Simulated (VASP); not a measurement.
# AlH (P6_3/mmc) in VASP: notebook

The runs below take AlH through single point, relaxation of cell and atoms, with PBE.

All numbers are computed with VASP 6.6.1; they aren't measurements. Logs are shortened: lines on timing, memory, paths and dates and some standing lists are left out, and cuts for length are marked.

## (1) The cell of the first run

Symmetry: P6_3/mmc, No. 194, hexagonal system. Conventional cell: a = 3.032 Å, b = 3.032 Å, c = 4.820 Å, α = 90.00°, β = 90.00°, γ = 120.00°. Within 2.8 Å of Al (site symmetry -6m2) lie 6 H at 2.13 Å. Within 2.8 Å of H (site symmetry -3m) lie 6 Al at 2.13 Å and 2 H at 2.41 Å.

## (2) Single point, PBE

The input, INCAR:

```
PREC = Accurate
ENCUT = 520
EDIFF = 1E-7
ISMEAR = 0
SIGMA = 0.1
LREAL = F
LASPH = T
NELM = 100
ALGO = Normal
ISIF = 2
LWAVE = F
LCHARG = T
GGA = PE
LELF = T
LVHAR = T
NBANDS = 12
```

The input, KPOINTS:

```
Automatic mesh
0
Gamma
  6 6 4
```

The input, POSCAR:

```
AlH
1.0
    3.0321699775      0.0000000000      0.0000000000
   -1.5160849887      2.6259362291      0.0000000000
    0.0000000000      0.0000000000      4.8204763659
Al H
2 2
Direct
    0.6666666667      0.3333333333      0.7500000000
    0.3333333333      0.6666666667      0.2500000000
    0.0000000000      0.0000000000      0.0000000000
    0.0000000000      0.0000000000      0.5000000000
```

Potentials or basis: VASP PAW PBE potentials, release 64 (Al, H).

Run with:

```
cat potpaw_PBE.64/Al/POTCAR potpaw_PBE.64/H/POTCAR > POTCAR
mpirun -np 1 vasp_std > vasp.out
```

OUTCAR:

```text
PREC = Accurate
   ENCUT = 520
   EDIFF = 1E-7
   ISMEAR = 0
   LREAL = F
   LASPH = T
   NELM = 100
   ISIF = 2
   GGA = PE

 ion  position               nearest neighbor table
   1  0.667  0.333  0.750-   3 2.13   4 2.13   3 2.13   4 2.13   3 2.13   4 2.13   2 2.98   2 2.98
                             2 2.98   2 2.98   2 2.98   2 2.98
   2  0.333  0.667  0.250-   3 2.13   4 2.13   3 2.13   4 2.13   3 2.13   4 2.13   1 2.98   1 2.98
                             1 2.98   1 2.98   1 2.98   1 2.98
   3  0.000  0.000  0.000-   1 2.13   2 2.13   2 2.13   1 2.13   1 2.13   2 2.13
   4  0.000  0.000  0.500-   1 2.13   2 2.13   2 2.13   1 2.13   1 2.13   2 2.13

  LATTYP: Found a hexagonal cell.
 ALAT       =     3.0321699775
 C/A-ratio  =     1.5897777505

  Lattice vectors:

 A1 = (   3.0321699775,   0.0000000000,   0.0000000000)
 A2 = (  -1.5160849887,   2.6259362291,   0.0000000000)
 A3 = (   0.0000000000,   0.0000000000,   4.8204763659)

Analysis of symmetry for initial positions (statically):
=====================================================================
 Subroutine PRICEL returns:
 Original cell was already a primitive cell.

 Routine SETGRP: Setting up the symmetry group for a
 hexagonal supercell.

 Subroutine GETGRP returns: Found 24 space group operations
 (whereof 12 operations were pure point group operations)
 out of a pool of 24 trial point group operations.

The static configuration has the point symmetry D_3d.
 The point group associated with its full space group is D_6h.

Analysis of symmetry for dynamics (positions and initial velocities):
=====================================================================
 Subroutine PRICEL returns:
 Original cell was already a primitive cell.

 Routine SETGRP: Setting up the symmetry group for a
 hexagonal supercell.

 Subroutine GETGRP returns: Found 24 space group operations
 (whereof 12 operations were pure point group operations)
 out of a pool of 24 trial point group operations.

The dynamic configuration has the point symmetry D_3d.
 The point group associated with its full space group is D_6h.

 Subroutine INISYM returns: Found 24 space group operations
 (whereof 12 operations are pure point group operations),
 and found     1 'primitive' translations

----------------------------------------------------------------------------------------

                                     Primitive cell

  volume of cell :      38.3820

  direct lattice vectors                    reciprocal lattice vectors
     3.032169978  0.000000000  0.000000000     0.329796815  0.190408280  0.000000000
    -1.516084989  2.625936229  0.000000000     0.000000000  0.380816559  0.000000000
     0.000000000  0.000000000  4.820476366     0.000000000  0.000000000  0.207448377

  length of vectors
     3.032169978  3.032169977  4.820476366     0.380816559  0.380816559  0.207448377

  position of ions in fractional coordinates (direct lattice)
     0.666666667  0.333333333  0.750000000
     0.333333333  0.666666667  0.250000000
     0.000000000  0.000000000  0.000000000
     0.000000000  0.000000000  0.500000000

  ion indices of the primitive-cell ions
   primitive index   ion index
                 1           1
                 2           2
                 3           3
                 4           4

----------------------------------------------------------------------------------------

 KPOINTS: Automatic mesh

Automatic generation of k-mesh.
 Grid dimensions read from file:
 generate k-points for:    6    6    4

 Generating k-lattice:

  Cartesian coordinates                     Fractional coordinates (reciprocal lattice)
     0.054966136  0.031734713  0.000000000     0.166666667  0.000000000  0.000000000
     0.000000000  0.063469427  0.000000000     0.000000000  0.166666667  0.000000000
     0.000000000  0.000000000  0.051862094     0.000000000  0.000000000  0.250000000

  Length of vectors
     0.063469427  0.063469427  0.051862094

  Shift w.r.t. Gamma in fractional coordinates (k-lattice)
     0.000000000  0.000000000  0.000000000

 Subroutine IBZKPT returns following result:
 ===========================================

 Found     21 irreducible k-points:

 Following reciprocal coordinates:
            Coordinates               Weight
  0.000000  0.000000  0.000000      1.000000
  0.166667  0.000000  0.000000      6.000000
  0.333333 -0.000000  0.000000      6.000000
  0.500000 -0.000000  0.000000      3.000000
  0.166667  0.166667  0.000000      6.000000
  0.333333  0.166667  0.000000     12.000000
[... 13 lines left out ...]
  0.333333  0.166667  0.500000     12.000000
  0.333333  0.333333  0.500000      2.000000
   k-points           NKPTS =     21   k-points in BZ     NKDIM =     21   number of bands    NBANDS=     12
   number of dos      NEDOS =    301   number of ions     NIONS =      4
   total plane-waves  NPLWV =  20736
   dimension x,y,z NGX =    24 NGY =   24 NGZ =   36
   dimension x,y,z NGXF=    48 NGYF=   48 NGZF=   72
   ions per type =               2   2
   NGX,Y,Z   is equivalent  to a cutoff of  13.16, 13.16, 12.42 a.u.
   NGXF,Y,Z  is equivalent  to a cutoff of  26.32, 26.32, 24.83 a.u.
 SYSTEM =  unknown system
   PREC   = accura    normal or accurate (medium, high low for compatibility)
   ISTART =      0    job   : 0-new  1-cont  2-samecut
   ICHARG =      2    charge: 1-file 2-atom 10-const
   ISPIN  =      1    spin polarized calculation?
   LNONCOLLINEAR =      F non collinear calculations
   LSORBIT =      F    spin-orbit coupling
   LASPH  =      T    aspherical Exc in radial PAW
   ENCUT  =  520.0 eV  38.22 Ry    6.18 a.u.   5.64  5.64  8.96*2*pi/ulx,y,z
   NELM   =    100;   NELMIN=  2; NELMDL= -5     # of ELM steps
   EDIFF  = 0.1E-06   stopping-criterion for ELM
   LREAL  =      F    real-space projection
   EDIFFG = 0.1E-05   stopping-criterion for IOM
   NSW    =      0    number of steps for IOM
   IBRION =     -1    ionic relax: 0-MD 1-quasi-New 2-CG
   NFREE  =      0    steps in history (QN), initial steepest desc. (CG)
   ISIF   =      2    stress and relaxation
   ISYM   =      2    0-nonsym 1-usesym 2-fastsym
   POTIM  = 0.5000    time-step for ionic-motion
   TEBEG  =    0.0;   TEEND  =   0.0 temperature during run
   PSTRESS=    0.0 pullay stress
   NELECT =       8.0000    total number of electrons
   NUPDOWN=      -1.0000    fix difference up-down
   EMIN   =  10.00;   EMAX   =-10.00  energy-range for DOS
   EFERMI =   0.00;   METHOD = LEGACY
   ISMEAR =     0;   SIGMA  =   0.10  broadening in eV -4-tet -1-fermi 0-gaus
   EFERMI_NEDOS =   21; number of points for ismear=-14 and -15
   IALGO  =     38    algorithm
   IMIX   =      4    mixing-type and parameters
     AMIX     =   0.40;   BMIX     =  1.00
     AMIX_MAG =   1.60;   BMIX_MAG =  1.00
  volume/ion in A,a.u.               =       9.60        64.75
  Fermi-wavevector in a.u.,A,eV,Ry     =   0.970649  1.834261 12.818861  0.942160
  Thomas-Fermi vector in A             =   2.100802
   LORBIT       =      0    0 simple, 1 ext, 2 COOP (PROOUT), +10 PAW based schemes
   GGA     = PE    functional components
   LHFCALC =     F    Hartree Fock is set to
   AEXX    =    0.0000 exact exchange contribution
   IVDW    =     0    specifies the selected vdW correction
   LEPSILON=     F    determine dielectric tensor
   LRPA    =     F    only Hartree local field effects (RPA)
 non-spin polarized calculation
 Gauss-broadening in eV      SIGMA  =   0.10
  energy-cutoff  :      520.00
  volume of cell :       38.38
 maximum number of plane-waves:      1085
 NGX is ok and might be reduce to    24
   NGX = 11   NGY = 11   NGZ = 17

 number of electron       8.0000000 magnetization

 Free energy of the ion-electron system (eV)
  ---------------------------------------------------
  ext. energy  EPLUGINS =         0.00000000
  ---------------------------------------------------
  free energy    TOTEN  =       -12.70580350 eV

  energy without entropy =      -12.70351846  energy(sigma->0) =      -12.70466098

 E-fermi :   7.2778     XC(G=0): -10.3534

 val. band max:        7.1640974728   @ k =   0.5000  -0.0000   0.0000
 cond. band min:       7.4400360289   @ k =   0.5000  -0.0000   0.0000
 fundamental gap:      0.2759385561
 Fermi energy:         7.2777981430

 k-point     1 :       0.0000    0.0000    0.0000
  band No.  band energies     occupation
      1      -5.0327      2.00000
      2      -0.0803      2.00000
      3       2.7762      2.00000
      4      12.8009      0.00000
      5      15.6810      0.00000
      6      15.6810      0.00000
      7      15.9197      0.00000
      8      15.9197      0.00000
      9      16.1125      0.00000
     10      19.1174      0.00000
     11      19.2801      0.00000
     12      19.5211      0.00000

 k-point     2 :       0.1667    0.0000    0.0000
  band No.  band energies     occupation
      1      -4.4653      2.00000
      2       0.4273      2.00000
      3       3.3620      2.00000
      4       9.1444      0.00000
      5      13.1497      0.00000
      6      13.2038      0.00000
      7      13.6371      0.00000
      8      16.5724      0.00000
      9      17.6705      0.00000
     10      18.5158      0.00000
     11      18.6061      0.00000
     12      18.8831      0.00000

 k-point     3 :       0.3333   -0.0000    0.0000
  band No.  band energies     occupation
      1      -2.8250      2.00000
      2       1.8563      2.00000
      3       4.4710      2.00000
      4       5.1365      2.00000
      5       9.5089      0.00000
      6      11.2402      0.00000
      7      11.5624      0.00000
      8      12.2364      0.00000
      9      15.9802      0.00000
     10      17.1425      0.00000
     11      17.2850      0.00000
     12      19.2284      0.00000
[... 241 lines left out ...]
 k-point    20 :       0.3333    0.1667    0.5000
  band No.  band energies     occupation
      1       0.0708      2.00000
      2       0.0708      2.00000
      3       4.4936      2.00000
      4       4.4936      2.00000
      5       8.1931      0.00000
      6       8.1931      0.00000
      7      12.8076      0.00000
      8      12.8076      0.00000
      9      16.3478      0.00000
     10      16.3478      0.00000
     11      17.8026      0.00000
     12      17.8026      0.00000

 k-point    21 :       0.3333    0.3333    0.5000
  band No.  band energies     occupation
      1       1.2011      2.00000
      2       1.2011      2.00000
      3       4.7114      2.00000
      4       4.7114      2.00000
      5       5.2338      2.00000
      6       5.2338      2.00000
      7      14.0712      0.00000
      8      14.0712      0.00000
      9      16.0355      0.00000
     10      16.0355      0.00000
     11      17.8890      0.00000
     12      17.8890      0.00000

------------------------ aborting loop because EDIFF is reached ----------------------------------------

  FORCE on cell =-STRESS in cart. coord.  units (eV):
  Direction    XX          YY          ZZ          XY          YZ          ZX
  --------------------------------------------------------------------------------------
  -------------------------------------------------------------------------------------
  Total        0.0247050      0.0247050      0.0199931      0.0000000      0.0000000      0.0000000
  in kB        1.0312599      1.0312599      0.8345721      0.0000000      0.0000000      0.0000000
  external PRESSURE =       0.9656973 kB  Pullay stress =       0.0000000 kB

 VOLUME and BASIS-vectors are now :
 -----------------------------------------------------------------------------
  energy-cutoff  :      520.00
  volume of cell :       38.38
      direct lattice vectors                 reciprocal lattice vectors
     3.032169978  0.000000000  0.000000000     0.329796815  0.190408280  0.000000000
    -1.516084989  2.625936229  0.000000000     0.000000000  0.380816559  0.000000000
     0.000000000  0.000000000  4.820476366     0.000000000  0.000000000  0.207448377

 POSITION                                       TOTAL-FORCE (eV/Angst)
 -----------------------------------------------------------------------------------
      1.51608      0.87531      3.61536         0.000000     -0.000000      0.000000
     -0.00000      1.75062      1.20512        -0.000000      0.000000      0.000000
      0.00000      0.00000      0.00000        -0.000000     -0.000000      0.000000
      0.00000      0.00000      2.41024        -0.000000     -0.000000      0.000000
 -----------------------------------------------------------------------------------
    total drift:                               -0.000000      0.000000     -0.000000

  FREE ENERGIE OF THE ION-ELECTRON SYSTEM (eV)
  ---------------------------------------------------
  free  energy   TOTEN  =       -12.7058035043 eV

  energy  without entropy=      -12.7035184585  energy(sigma->0) =      -12.70466098
```

Run time: 6 s. Hardware: 1 thread of AMD EPYC 9R45 (Zen 5), shared host; peak memory 0.12 GiB.

Results:

| Property | Result |
| --- | --- |
| Free energy | -12.7058 eV |
| Pressure | 0.1 GPa |
| Band gap on the k mesh | zero (bands 4 and 5 overlap by 7.57 eV) |

Caveat: the k points lie up to 0.40 Å⁻¹ apart, too coarse for converged energies and pressures of a metal.

## (3) Relaxation of cell and atoms, PBE

This run uses another cell than the first one, of 8.30 Å³/atom.

The input, INCAR:

```
ALGO = Normal
EDIFF = 1E-6
EDIFFG = -0.0325
ENCUT = 600
GGA = PE
IBRION = 2
ISIF = 3
ISMEAR = 0
LASPH = T
LCHARG = F
LREAL = F
LWAVE = F
NELM = 80
NSW = 90
PREC = Accurate
SIGMA = 0.1
```

The input, KPOINTS:

```
k-points
0
Gamma
  6 6 4
```

The input, POSCAR:

```
AlH
1.0
    2.8401536752      0.0000000000      0.0000000000
   -1.4200768376      2.4596452334      0.0000000000
    0.0000000000      0.0000000000      4.7543579465
Al H
2 2
Direct
    0.6666666667      0.3333333333      0.7500000000
    0.3333333333      0.6666666667      0.2500000000
    0.0000000000      0.0000000000      0.0000000000
    0.0000000000      0.0000000000      0.5000000000
```

Potentials or basis: VASP PAW PBE potentials, release 64 (Al, H).

Run with:

```
cat potpaw_PBE.64/Al/POTCAR potpaw_PBE.64/H/POTCAR > POTCAR
mpirun -np 1 vasp_std > vasp.out
```

It took 12 s on 1 thread of AMD EPYC 9R45 (Zen 5), shared host; peak memory 0.12 GiB.

The run converged. Its results:

- Free energy: -12.7048 eV
- Relaxed volume: 9.60 Å³/atom
- Relaxed cell: a = 3.030 Å, b = 3.030 Å, c = 4.828 Å, α = 90.00°, β = 90.00°, γ = 120.00°
- Space group after relaxing (to 0.1 Å): P6_3/mmc (No. 194)
- Energy gained by relaxing: 62.9 meV/atom
- Ionic steps: 5
- Pressure after relaxing: 0.1 GPa
- Band gap on the k mesh: zero (bands 4 and 5 overlap by 7.58 eV)

Stress tensor (GPa, compression positive):
```
 0.29  0.00  0.00
 0.00  0.29  0.00
 0.00  0.00 -0.27
```

Step by step:
```tsv
step	energy change (eV)	largest force (eV/Å)	pressure (GPa)	volume (Å³)
1	0.0000	0.0000	14.73	33.21
2	-0.2348	0.0000	2.98	37.01
3	-0.2510	0.0000	-0.27	38.58
4	-0.2510	0.0000	-0.06	38.46
5	-0.2515	0.0000	0.10	38.39
```

Final structure:
```
Al H
1.0
     3.02996    0.00000    0.00000
    -1.51498    2.62402    0.00000
     0.00000    0.00000    4.82813
Al H
2 2
Cartesian
  1.5150 0.8747 3.6211
  0.0000 1.7493 1.2070
  0.0000 0.0000 0.0000
  0.0000 0.0000 2.4141
```

Levels at points of the mesh, in eV from the Fermi level:
```tsv
k point	band 1	band 2	band 3	band 4	band 5	band 6	band 7	band 8
(0.00, 0.00, 0.00)	-12.32	-7.38	-4.54	5.53	8.42	8.42	8.66	8.84
(0.50, 0.00, 0.00)	-8.32	-5.60	-4.11	-0.13	0.13	1.17	3.77	3.82
(0.00, 0.00, 0.50)	-10.80	-10.80	1.66	1.66	7.29	7.29	9.84	9.84
(0.50, 0.00, 0.50)	-6.92	-6.92	-4.05	-4.05	4.59	4.59	5.17	5.17
```

Caveat: the k points lie up to 0.40 Å⁻¹ apart in the final cell, too coarse for converged energies and pressures of a metal; the volume moved by over 15 % at a fixed basis, so the end points are rough.

## (4) Single point, PBE

The input, INCAR:

```
SYSTEM = AlH
PREC = Accurate
ENCUT = 520
EDIFF = 1E-6
ISMEAR = 0
SIGMA = 0.1
LREAL = .False.
LASPH = .True.
NELM = 80
ALGO = Normal
ISIF = 2
LWAVE = .False.
LCHARG = .False.
GGA = PE
NBANDS = 12
```

The input, KPOINTS:

```
Automatic mesh
0
Gamma
  12 12 8
  0 0 0
```

The input, POSCAR:

```
AlH
1.0
    3.0280342937      0.0000000000      0.0000000000
   -1.5140171468      2.6223546219      0.0000000000
    0.0000000000      0.0000000000      4.8361604671
Al H
2 2
Direct
    0.6666666667      0.3333333333      0.7500000000
    0.3333333333      0.6666666667      0.2500000000
    0.0000000000      0.0000000000      0.0000000000
    0.0000000000      0.0000000000      0.5000000000
```

Run with:

```
cat potpaw_PBE.64/Al/POTCAR potpaw_PBE.64/H/POTCAR > POTCAR
mpirun -np 1 vasp_std > vasp.out
```

Wall time 19 s (1 thread of AMD EPYC 9R45 (Zen 5), shared host); peak memory 0.14 GiB.

Results (log left out):

| Quantity | Value |
| --- | --- |
| Free energy | -12.6880 eV |
| Pressure | -0.1 GPa |
| Band gap on the k mesh | zero (bands 4 and 5 overlap by 7.59 eV) |

Levels at points of the mesh, in eV from the Fermi level:
| k point | band 1 | band 2 | band 3 | band 4 | band 5 | band 6 | band 7 | band 8 |
| --- | --- | --- | --- | --- | --- | --- | --- | --- |
| (0.00, 0.00, 0.00) | -12.60 | -7.67 | -4.85 | 5.27 | 8.16 | 8.16 | 8.41 | 8.41 |
| (0.50, 0.00, 0.00) | -8.60 | -5.87 | -4.39 | -0.41 | -0.18 | 0.86 | 3.51 | 3.56 |
| (0.00, 0.00, 0.50) | -11.08 | -11.08 | 1.33 | 1.33 | 7.03 | 7.03 | 9.57 | 9.57 |
| (0.50, 0.00, 0.50) | -7.19 | -7.19 | -4.33 | -4.33 | 4.30 | 4.30 | 4.91 | 4.91 |

## (5) Relaxation of cell and atoms, PBE

The input, INCAR:

```
  PREC = Accurate
  ENCUT = 600
  EDIFF = 1E-6
  ISMEAR = 0
  SIGMA = 0.1
  LREAL = F
  LASPH = T
  NELM = 80
  ALGO = Normal
  ISIF = 3
  LWAVE = F
  LCHARG = F
  GGA = PE
  IBRION = 2
  NSW = 90
  EDIFFG = -0.025
```

The input, KPOINTS:

```
regular mesh
0
Gamma
  12 12 8
```

The input, POSCAR:

```
AlH
1.0
    3.0321699775      0.0000000000      0.0000000000
   -1.5160849887      2.6259362291      0.0000000000
    0.0000000000      0.0000000000      4.8204763659
Al H
2 2
Direct
    0.6666666667      0.3333333333      0.7500000000
    0.3333333333      0.6666666667      0.2500000000
    0.0000000000      0.0000000000      0.0000000000
    0.0000000000      0.0000000000      0.5000000000
```

Run with:

```
cat potpaw_PBE.64/Al/POTCAR potpaw_PBE.64/H/POTCAR > POTCAR
mpirun -np 1 vasp_std > vasp.out
```

Wall time 14 s (1 thread of AMD EPYC 9R45 (Zen 5), shared host); peak memory 0.15 GiB.

Results (log left out):

```yaml
Free_energy: -12.6889 eV
Pressure_after_relaxing: 0.0 GPa
Band_gap_on_the_k_mesh: zero (bands 4 and 5 overlap by 7.57 eV)
```

Stress tensor (GPa, compression positive):
```
-0.13  0.00  0.00
 0.00 -0.13  0.00
 0.00  0.00  0.24
```

Final structure:
```
Al H
1.0
     3.03217    0.00000    0.00000
    -1.51608    2.62594    0.00000
     0.00000    0.00000    4.82048
Al H
2 2
Direct
  0.66667 0.33333 0.75000
  0.33333 0.66667 0.25000
  0.00000 0.00000 0.00000
  0.00000 0.00000 0.50000
```

Levels at points of the mesh, in eV from the Fermi level:
```csv
k point,band 1,band 2,band 3,band 4,band 5,band 6,band 7,band 8
"(0.00, 0.00, 0.00)",-12.60,-7.64,-4.80,5.24,8.11,8.11,8.35,8.35
"(0.50, 0.00, 0.00)",-8.61,-5.88,-4.37,-0.40,-0.13,0.90,3.47,3.53
"(0.00, 0.00, 0.50)",-11.07,-11.07,1.42,1.42,6.99,6.99,9.53,9.53
"(0.50, 0.00, 0.50)",-7.20,-7.20,-4.33,-4.33,4.31,4.31,4.88,4.88
```

Caveat: the relaxation stopped at its first step, so nothing moved.

## (6) Summary

```tsv
task	cell	k mesh	cutoff (eV)	gap on the mesh (eV)	pressure (GPa)
single point	a = 3.032, b = 3.032, c = 4.820 Å, angles 90.0, 90.0, 120.0°, 4 atoms	6 × 6 × 4	520	none	0.1
relaxation of cell and atoms	relaxed from a = 2.840, b = 2.840, c = 4.754 Å, angles 90.0, 90.0, 120.0°, 4 atoms	6 × 6 × 4	600	none	0.1
single point	a = 3.028, b = 3.028, c = 4.836 Å, angles 90.0, 90.0, 120.0°, 4 atoms	12 × 12 × 8	520	none	-0.1
relaxation of cell and atoms	relaxed from a = 3.032, b = 3.032, c = 4.820 Å, angles 90.0, 90.0, 120.0°, 4 atoms	12 × 12 × 8	600	none	0.0
```

Alike in all rows: level PBE; potentials or basis VASP PAW PBE potentials, release 64 (Al, H); no spin polarisation; smearing gaussian 0.1 eV.

Caveats: some runs use coarse meshes; the volume moved by over 15 % at a fixed basis, so the end points are rough (at least some runs); the relaxation stopped at its first step, so nothing moved (at least some runs).

Absolute energies hang on the potentials; compare differences alone.
